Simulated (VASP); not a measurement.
# CdS (P6_3mc) in VASP: relaxation of the atoms with PBE

Aim: the relaxation of the atoms of CdS with PBE.

Everything below comes from runs of VASP 6.6.1. Logs are shortened: lines on timing, memory, paths and dates and some standing lists are left out, and cuts for length are marked.

## Step 1: The cell of the first run

The structure is hexagonal, space group P6_3mc (No. 186). The conventional cell has a = 4.150 Å, b = 4.150 Å, c = 6.737 Å, α = 90.00°, β = 90.00°, γ = 120.00°. Within 3.3 Å of Cd (site symmetry 3m) lie 4 S at 2.53 to 2.54 Å. Within 3.3 Å of S (site symmetry 3m) lie 4 Cd at 2.53 to 2.54 Å.

## Step 2: Relaxation of the atoms, PBE

Input file INCAR:

```
SYSTEM = CdS
ALGO = Normal
EDIFF = 1E-7
EDIFFG = -0.02
ENCUT = 520
GGA = PE
IBRION = 2
ISIF = 2
ISMEAR = -1
LASPH = .TRUE.
LCHARG = .FALSE.
LREAL = .FALSE.
LWAVE = .FALSE.
NELM = 80
NSW = 80
PREC = Accurate
SIGMA = 0.02
```

Input file KPOINTS:

```
k-points
0
G
  8 8 4
  0 0 0
```

Input file POSCAR:

```
CdS
1.0
    4.1500000000      0.0000000000      0.0000000000
   -2.0750000000      3.5940054257      0.0000000000
    0.0000000000      0.0000000000      6.7370000000
Cd S
2 2
Direct
    0.3333333333      0.6666666667      0.0000000000
    0.6666666667      0.3333333333      0.5000000000
    0.3333333333      0.6666666667      0.3750000000
    0.6666666667      0.3333333333      0.8750000000
```

Potentials or basis: VASP PAW PBE potentials, release 64 (Cd, S).

Command:

```sh
> cat potpaw_PBE.64/Cd/POTCAR potpaw_PBE.64/S/POTCAR > POTCAR
> mpirun -np 1 vasp_std > vasp.out
```

OUTCAR:

```text
SYSTEM = CdS
   EDIFF = 1E-7
   EDIFFG = -0.02
   ENCUT = 520
   GGA = PE
   IBRION = 2
   ISIF = 2
   ISMEAR = -1
   LASPH = .TRUE.
   LREAL = .FALSE.
   NELM = 80
   NSW = 80
   PREC = Accurate

 ion  position               nearest neighbor table
   1  0.333  0.667  0.000-   3 2.53   4 2.54   4 2.54   4 2.54
   2  0.667  0.333  0.500-   4 2.53   3 2.54   3 2.54   3 2.54
   3  0.333  0.667  0.375-   1 2.53   2 2.54   2 2.54   2 2.54
   4  0.667  0.333  0.875-   2 2.53   1 2.54   1 2.54   1 2.54

  LATTYP: Found a hexagonal cell.
 ALAT       =     4.1500000000
 C/A-ratio  =     1.6233734940

  Lattice vectors:

 A1 = (   4.1500000000,   0.0000000000,   0.0000000000)
 A2 = (  -2.0750000000,   3.5940054257,   0.0000000000)
 A3 = (   0.0000000000,   0.0000000000,   6.7370000000)

Analysis of symmetry for initial positions (statically):
=====================================================================
 Subroutine PRICEL returns:
 Original cell was already a primitive cell.

 Routine SETGRP: Setting up the symmetry group for a
 hexagonal supercell.

 Subroutine GETGRP returns: Found 12 space group operations
 (whereof  6 operations were pure point group operations)
 out of a pool of 24 trial point group operations.

The static configuration has the point symmetry C_3v.
 The point group associated with its full space group is C_6v.

Analysis of symmetry for dynamics (positions and initial velocities):
=====================================================================
 Subroutine PRICEL returns:
 Original cell was already a primitive cell.

 Routine SETGRP: Setting up the symmetry group for a
 hexagonal supercell.

 Subroutine GETGRP returns: Found 12 space group operations
 (whereof  6 operations were pure point group operations)
 out of a pool of 24 trial point group operations.

The dynamic configuration has the point symmetry C_3v.
 The point group associated with its full space group is C_6v.

 Subroutine INISYM returns: Found 12 space group operations
 (whereof  6 operations are pure point group operations),
 and found     1 'primitive' translations

----------------------------------------------------------------------------------------

                                     Primitive cell

  volume of cell :     100.4832

  direct lattice vectors                    reciprocal lattice vectors
     4.150000000  0.000000000  0.000000000     0.240963855  0.139120547  0.000000000
    -2.075000000  3.594005426  0.000000000     0.000000000  0.278241094  0.000000000
     0.000000000  0.000000000  6.737000000     0.000000000  0.000000000  0.148434021

  length of vectors
     4.150000000  4.150000000  6.737000000     0.278241094  0.278241094  0.148434021

  position of ions in fractional coordinates (direct lattice)
     0.333333333  0.666666667  0.000000000
     0.666666667  0.333333333  0.500000000
     0.333333333  0.666666667  0.375000000
     0.666666667  0.333333333  0.875000000

  ion indices of the primitive-cell ions
   primitive index   ion index
                 1           1
                 2           2
                 3           3
                 4           4

----------------------------------------------------------------------------------------

 KPOINTS: k-points

Automatic generation of k-mesh.
 Grid dimensions read from file:
 generate k-points for:    8    8    4

 Generating k-lattice:

  Cartesian coordinates                     Fractional coordinates (reciprocal lattice)
     0.030120482  0.017390068  0.000000000     0.125000000  0.000000000  0.000000000
     0.000000000  0.034780137  0.000000000     0.000000000  0.125000000  0.000000000
     0.000000000  0.000000000  0.037108505     0.000000000  0.000000000  0.250000000

  Length of vectors
     0.034780137  0.034780137  0.037108505

  Shift w.r.t. Gamma in fractional coordinates (k-lattice)
     0.000000000  0.000000000  0.000000000

 Subroutine IBZKPT returns following result:
 ===========================================

 Found     30 irreducible k-points:

 Following reciprocal coordinates:
            Coordinates               Weight
  0.000000  0.000000  0.000000      1.000000
  0.125000 -0.000000  0.000000      6.000000
  0.250000 -0.000000  0.000000      6.000000
  0.375000 -0.000000  0.000000      6.000000
  0.500000 -0.000000  0.000000      3.000000
  0.125000  0.125000  0.000000      6.000000
[... 16 lines left out ...]
  0.250000 -0.000000  0.500000      6.000000
  0.375000 -0.000000  0.500000      6.000000
 [... further k-points ...]
   k-points           NKPTS =     30   k-points in BZ     NKDIM =     30   number of bands    NBANDS=     22
   number of dos      NEDOS =    301   number of ions     NIONS =      4
   total plane-waves  NPLWV =  51200
   dimension x,y,z NGX =    32 NGY =   32 NGZ =   50
   dimension x,y,z NGXF=    64 NGYF=   64 NGZF=  100
   ions per type =               2   2
   NGX,Y,Z   is equivalent  to a cutoff of  12.82, 12.82, 12.34 a.u.
   NGXF,Y,Z  is equivalent  to a cutoff of  25.64, 25.64, 24.68 a.u.
 SYSTEM =  CdS
   PREC   = accura    normal or accurate (medium, high low for compatibility)
   ISTART =      0    job   : 0-new  1-cont  2-samecut
   ICHARG =      2    charge: 1-file 2-atom 10-const
   ISPIN  =      1    spin polarized calculation?
   LNONCOLLINEAR =      F non collinear calculations
   LSORBIT =      F    spin-orbit coupling
   LASPH  =      T    aspherical Exc in radial PAW
   ENCUT  =  520.0 eV  38.22 Ry    6.18 a.u.   7.72  7.72 12.53*2*pi/ulx,y,z
   NELM   =     80;   NELMIN=  2; NELMDL= -5     # of ELM steps
   EDIFF  = 0.1E-06   stopping-criterion for ELM
   LREAL  =      F    real-space projection
   EDIFFG = -.2E-01   stopping-criterion for IOM
   NSW    =     80    number of steps for IOM
   IBRION =      2    ionic relax: 0-MD 1-quasi-New 2-CG
   NFREE  =      1    steps in history (QN), initial steepest desc. (CG)
   ISIF   =      2    stress and relaxation
   ISYM   =      2    0-nonsym 1-usesym 2-fastsym
   POTIM  = 0.5000    time-step for ionic-motion
   TEBEG  =    0.0;   TEEND  =   0.0 temperature during run
   PSTRESS=    0.0 pullay stress
   NELECT =      36.0000    total number of electrons
   NUPDOWN=      -1.0000    fix difference up-down
   EMIN   =  10.00;   EMAX   =-10.00  energy-range for DOS
   EFERMI =   0.00;   METHOD = LEGACY
   ISMEAR =    -1;   SIGMA  =   0.02  broadening in eV -4-tet -1-fermi 0-gaus
   EFERMI_NEDOS =   21; number of points for ismear=-14 and -15
   IALGO  =     38    algorithm
   IMIX   =      4    mixing-type and parameters
     AMIX     =   0.40;   BMIX     =  1.00
     AMIX_MAG =   1.60;   BMIX_MAG =  1.00
  volume/ion in A,a.u.               =      25.12       169.52
  Fermi-wavevector in a.u.,A,eV,Ry     =   1.162727  2.197236 18.394190  1.351935
  Thomas-Fermi vector in A             =   2.299285
   LORBIT       =      0    0 simple, 1 ext, 2 COOP (PROOUT), +10 PAW based schemes
   GGA     = PE    functional components
   LHFCALC =     F    Hartree Fock is set to
   AEXX    =    0.0000 exact exchange contribution
   IVDW    =     0    specifies the selected vdW correction
   LEPSILON=     F    determine dielectric tensor
   LRPA    =     F    only Hartree local field effects (RPA)
 conjugate gradient relaxation of ions
 non-spin polarized calculation
  energy-cutoff  :      520.00
  volume of cell :      100.48
 maximum number of plane-waves:      2731
 NGX is ok and might be reduce to    32
   NGX = 15   NGY = 15   NGZ = 25

--------------------------------------- Ionic step        1  -------------------------------------------

 number of electron      35.9999997 magnetization

 Free energy of the ion-electron system (eV)
  ---------------------------------------------------
  ext. energy  EPLUGINS =         0.00000000
  ---------------------------------------------------
  free energy    TOTEN  =       -12.26763862 eV

  energy without entropy =      -12.26763862  energy(sigma->0) =      -12.26763862

------------------------ aborting loop because EDIFF is reached ----------------------------------------

  FORCE on cell =-STRESS in cart. coord.  units (eV):
  Direction    XX          YY          ZZ          XY          YZ          ZX
  --------------------------------------------------------------------------------------
  -------------------------------------------------------------------------------------
  Total        1.3784019      1.3784019      1.7931319      0.0000000      0.0000000      0.0000000
  in kB       21.9782481     21.9782481     28.5910061      0.0000000      0.0000000      0.0000000
  external PRESSURE =      24.1825008 kB  Pullay stress =       0.0000000 kB
[... 61 lines left out ...]
  energy  without entropy=      -12.2683393452  energy(sigma->0) =      -12.26833935

--------------------------------------- Ionic step        3  -------------------------------------------

 number of electron      35.9999998 magnetization

 Free energy of the ion-electron system (eV)
  ---------------------------------------------------
  ext. energy  EPLUGINS =         0.00000000
  ---------------------------------------------------
  free energy    TOTEN  =       -12.26858981 eV

  energy without entropy =      -12.26858981  energy(sigma->0) =      -12.26858981

 E-fermi :   1.5905     XC(G=0):  -9.0849

 val. band max:        1.2028208524   @ k =   0.0000   0.0000   0.0000
 cond. band min:       2.4060833184   @ k =   0.0000   0.0000   0.0000
 fundamental gap:      1.2032624660
 Fermi energy:         1.5905106405

 k-point     1 :       0.0000    0.0000    0.0000
  band No.  band energies     occupation
      1     -11.0913      2.00000
      2     -10.6697      2.00000
      3      -6.4555      2.00000
      4      -6.4514      2.00000
      5      -6.4514      2.00000
      6      -6.3696      2.00000
[... 574 lines left out ...]
      6      -6.2670      2.00000
[... 14 lines left out ...]
     21       6.6305      0.00000
     22       6.6305      0.00000

 [... further k-points ...]

------------------------ aborting loop because EDIFF is reached ----------------------------------------

  FORCE on cell =-STRESS in cart. coord.  units (eV):
  Direction    XX          YY          ZZ          XY          YZ          ZX
  --------------------------------------------------------------------------------------
  -------------------------------------------------------------------------------------
  Total        1.4931335      1.4931335      1.5572851     -0.0000000      0.0000000      0.0000000
  in kB       23.8076129     23.8076129     24.8304924     -0.0000000      0.0000000      0.0000000
  external PRESSURE =      24.1485727 kB  Pullay stress =       0.0000000 kB
[... 19 lines left out ...]
  FREE ENERGIE OF THE ION-ELECTRON SYSTEM (eV)
  ---------------------------------------------------
  free  energy   TOTEN  =       -12.2685898133 eV

  energy  without entropy=      -12.2685898133  energy(sigma->0) =      -12.26858981

 reached required accuracy - stopping structural energy minimisation
```

Run time: 87 s. Hardware: 1 thread of Intel Xeon Platinum 8259CL at 2.50GHz (Skylake/Cascade Lake), shared host; peak memory 0.25 GiB.

Results:

```
Free energy               : -12.2686 eV
Energy gained by relaxing : 0.2 meV/atom
Ionic steps               : 3
Pressure after relaxing   : 2.4 GPa
Band gap on the k mesh    : 1.20 eV
```

Forces on the atoms (eV/Å):
```
Cd   0.000  0.000  0.003
Cd   0.000  0.000  0.003
S    0.000  0.000 -0.003
S    0.000  0.000 -0.003
```

Stress tensor (GPa, compression positive):
```
2.38 0.00 0.00
0.00 2.38 0.00
0.00 0.00 2.48
```

The path:
| step | energy change (eV) | largest force (eV/Å) | pressure (GPa) |
| --- | --- | --- | --- |
| 1 | 0.0000 | 0.0695 | 2.42 |
| 2 | -0.0007 | 0.0355 | 2.42 |
| 3 | -0.0010 | 0.0028 | 2.41 |

Final structure:
```
CELL_PARAMETERS angstrom
4.15000 0.00000 0.00000
-2.07500 3.59401 0.00000
0.00000 0.00000 6.73700
ATOMIC_POSITIONS crystal
Cd 0.33333 0.66667 0.99892
Cd 0.66667 0.33333 0.49892
S 0.33333 0.66667 0.37608
S 0.66667 0.33333 0.87608
```

Levels at points of the mesh, in eV from the valence-band top:
```
           k point  band 16  band 17  band 18  band 19  band 20  band 21
(0.00, 0.00, 0.00)    -0.04     0.00     0.00     1.20     2.77     6.47
(0.50, 0.00, 0.00)    -1.85    -1.26    -0.74     3.71     3.88     5.12
(0.00, 0.00, 0.50)    -0.39    -0.39    -0.39     2.84     2.84     6.19
(0.50, 0.00, 0.50)    -1.33    -1.30    -1.30     3.49     3.49     5.38
```
